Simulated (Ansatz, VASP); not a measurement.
# BiO4 in VASP and in Ansatz

```
Bi O
1.0
     4.52214    0.00000    0.00000
    -2.26107    3.91629    0.00000
     0.00000    0.00000    4.20078
Bi O
1 4
Direct
  0.00000 0.00000 0.50000
  0.50000 0.00000 0.50000
  0.00000 0.50000 0.50000
  0.50000 0.50000 0.50000
  0.00000 0.00000 0.00000
```

Alike in both runs: task relaxation of cell and atoms; functional PBE; k mesh 12 × 12 × 10; occupations gaussian, width 0.1 eV; no spin polarisation.

|  | VASP | Ansatz |
| --- | --- | --- |
| version | VASP 6.6.1 | Ansatz 0.2.0 |
| potentials or method | VASP PAW PBE potentials, release 64 (Bi_d, O), cutoff 600 eV | scalar-relativistic, plane waves, PAW |
| valence electrons in the cell | 39 | 39 |

VASP gave:

| Property | Result |
| --- | --- |
| gap on the k mesh at the Fermi level, each at its own relaxed structure (eV) | none |
| relaxed volume (Å³/atom) | 14.70 |
| relaxed cell length with the largest relative difference (Å) | 4.517 |

**Question.** Estimate Ansatz's values.

**Answer.** gap on the k mesh at the Fermi level, each at its own relaxed structure (eV): none; relaxed volume (Å³/atom): 14.68; relaxed cell length with the largest relative difference (Å): 4.515.

A gap of «none» marks a metal or a gap that the smearing closes.

Neither program's run includes spin-orbit coupling.
